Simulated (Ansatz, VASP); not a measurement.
# One calculation of Ge, two programs

The input INCAR:

```
SYSTEM = Ge
ALGO     = Normal         ! electronic algorithm
EDIFF    = 1E-6           ! SCF threshold, eV
ENCUT    = 520            ! plane-wave cutoff, eV
GGA      = CA             ! functional
ISIF     = 2              ! what is computed and relaxed
ISMEAR   = -1             ! smearing method
LASPH    = .True.         ! aspherical terms in the spheres
LCHARG   = .False.        ! write CHGCAR
LREAL    = .False.        ! projectors in reciprocal space
LWAVE    = .False.        ! write WAVECAR
NBANDS   = 21             ! bands
NELM     = 80             ! most SCF steps
PREC     = Accurate       ! precision mode
SIGMA    = 0.1            ! smearing width, eV
```

KPOINTS

```
k-points
0
Gamma
  11 11 11
  0 0 0
```

The input POSCAR:

```
Ge
1.0
   -2.4507153792      2.6028700549      1.4109361209
    2.4507153792     -2.6028700549      1.4109361209
    2.4507153792      2.6028700549     -1.4109361209
Ge
2
Direct
    0.1859400000      0.9359400000      0.2500000000
    0.8140600000      0.0640600000      0.7500000000
```

Input for Ansatz:

```yaml
crystal:
  lattice:
    - [-2.450715379178963, 2.6028700549101917, 1.4109361208827322]
    - [2.450715379178963, -2.6028700549101917, 1.4109361208827322]
    - [2.450715379178963, 2.6028700549101917, -1.4109361208827322]
  atoms:
    - { symbol: Ge, position: [0.18594, 0.93594, 0.25] }
    - { symbol: Ge, position: [0.81406, 0.06406, 0.75] }
basis:
  ecutwfc: 500.0
kpoints:
  mp_grid:
    grid: [11, 11, 11]
hamiltonian:
  xc: lda
  pseudopotentials:
    kind: paw
scf:
  occupations:
    method: fermi_dirac
output:
  stress: true
```

Alike in both runs: task single point; functional LDA; k mesh 11 × 11 × 11; no spin polarisation.

|  | VASP | Ansatz |
| --- | --- | --- |
| version | VASP 6.6.1 | Ansatz 0.2.0 |
| potentials or method | VASP PAW LDA potentials, release 64 (Ge_d), cutoff 520 eV | plane waves, PAW |
| occupations | fermi-dirac, width 0.1 eV | fermi-dirac |
| valence electrons in the cell | 28 | 28 |

|  | VASP | Ansatz | Ansatz less VASP |
| --- | --- | --- | --- |
| pressure (GPa) | -0.2 | -0.2 | -0.02 |
| traceless stress, the component that is largest in VASP (GPa) | 1.15 | 1.15 | -0.003 |

LDA's correlation is that of Perdew and Zunger in VASP and of Perdew and Wang (1992) in Ansatz.
